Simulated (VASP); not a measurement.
Crystal: Cu.

```
CELL_PARAMETERS angstrom
0.00000 2.46278 2.46278
2.46278 0.00000 2.46278
2.46278 2.46278 0.00000
ATOMIC_POSITIONS crystal
Cu 0.87500 0.87500 0.87500
Cu 0.12500 0.12500 0.12500
```

```yaml
Program: VASP 6.6.1
Task: relaxation of cell and atoms
Functional: PBE
Potentials_or_basis: VASP PAW PBE potentials, release 64 (Cu)
Cutoff: 600 eV
k_mesh: 13 × 13 × 13
Occupations: fermi-dirac, width 0.08 eV
Spin: no spin polarisation
```

At the start: pressure 25.5 GPa; volume 14.94 Å³/atom.

Where does the relaxation end?

Over 4 steps the energy falls by 270.4 meV/atom and the volume is 19.26 Å³/atom (+28.9 %); space group Fd-3m (No. 227, to 0.05 Å).

The path:
| step | energy change (eV) | largest force (eV/Å) | pressure (GPa) | volume (Å³) |
| --- | --- | --- | --- | --- |
| 1 | 0.0000 | 0.0000 | 25.52 | 29.87 |
| 2 | -0.5087 | 0.0000 | -3.23 | 41.39 |
| 3 | -0.5407 | 0.0000 | 0.18 | 38.33 |
| 4 | -0.5408 | 0.0000 | 0.00 | 38.51 |

Final structure:
```
Cu
1.0
     0.00000    2.68033    2.68033
     2.68033    0.00000    2.68033
     2.68033    2.68033    0.00000
Cu
2
Direct
  0.87500 0.87500 0.87500
  0.12500 0.12500 0.12500
```

Caveat: the volume moved by over 15 % at a fixed basis, so the end points are rough.
